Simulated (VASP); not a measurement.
Here is a VASP 6.6.1 calculation.

The input INCAR:

```
SYSTEM = Ca4H
PREC = Accurate
ENCUT = 520
EDIFF = 1E-7
ISMEAR = 0
SIGMA = 0.1
LREAL = .FALSE.
LASPH = .TRUE.
NELM = 60
ALGO = Normal
ISIF = 2
LWAVE = .FALSE.
LCHARG = .TRUE.
LDIPOL = .TRUE.
IDIPOL = 3
DIPOL = 0.5 0.5 0.478
GGA = PS
LELF = .TRUE.
LVHAR = .TRUE.
LVACPOTAV = .TRUE.
NBANDS = 28
```

File KPOINTS:

```
Automatic mesh
0
G
  7 7 1
  0 0 0
```

File POSCAR:

```
Ca4H
1.0
    4.3230137468      0.0000000000      0.0000000000
    0.0000000000      4.3230137468      0.0000000000
    0.0000000000      0.0000000000     25.4845206202
Ca H
4 1
Direct
    0.5000000000      0.5000000000      0.3335358011
    0.0000000000      0.0000000000      0.4183522630
    0.5000000000      0.5000000000      0.5064195678
    0.0000000000      0.0000000000      0.5833013379
    0.0000000000      0.5000000000      0.5479928019
```

Potentials or basis: VASP PAW PBE potentials, release 64 (Ca_sv, H).

Command:

```sh
$ cat potpaw_PBE.64/Ca_sv/POTCAR potpaw_PBE.64/H/POTCAR > POTCAR
$ mpirun -np 1 vasp_std > vasp.out
```

What does it give for the largest force?

0.098 eV/Å.

Forces in eV/Å, atoms in the order of the input:
```
Ca   0.000  0.000 -0.098
Ca   0.000  0.000  0.069
Ca   0.000  0.000  0.015
Ca   0.000  0.000  0.012
H    0.000  0.000  0.002
```

Caveat: the PAW data sets were made with another functional, which shifts forces and pressure a little.
